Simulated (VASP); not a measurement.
**Ir: single point with PBEsol**

Ir:

```
CELL_PARAMETERS angstrom
2.71883 0.00000 0.00000
-1.35942 2.35458 0.00000
0.00000 0.00000 4.40807
ATOMIC_POSITIONS crystal
Ir 0.66667 0.33333 0.75000
Ir 0.33333 0.66667 0.25000
```

```json
{
  "Program": "VASP 6.6.1",
  "Task": "single point",
  "Functional": "PBEsol",
  "Potentials or basis": "VASP PAW PBE potentials, release 64 (Ir)",
  "Cutoff": "520 eV",
  "k mesh": "21 × 21 × 12",
  "Occupations": "gaussian, width 0.15 eV",
  "Spin": "collinear spin, ferromagnetic start",
  "Starting moments": "[0.2, 0.2] μB",
  "Fixed moment": "0.4 μB",
  "Dipole correction": "no",
  "Further INCAR settings": "ALGO = Normal; EDIFF = 1e-06; NBANDS = 20"
}
```

```yaml
Pressure: 1.5 GPa
Net_moment: 0.40 μB per cell
Site_moments: Ir +0.20 μB
Valence_electrons_inside_the_program's_atomic_spheres: Ir 8.40
```

Run time: 8.2 min on 1 thread of Oxide Virtual Turin-like Processor, with other jobs on the host, peak memory 0.33 GiB.

Caveat: the PAW data sets were made with another functional, which shifts forces and pressure a little; the total moment is fixed, so each spin has its own Fermi level.
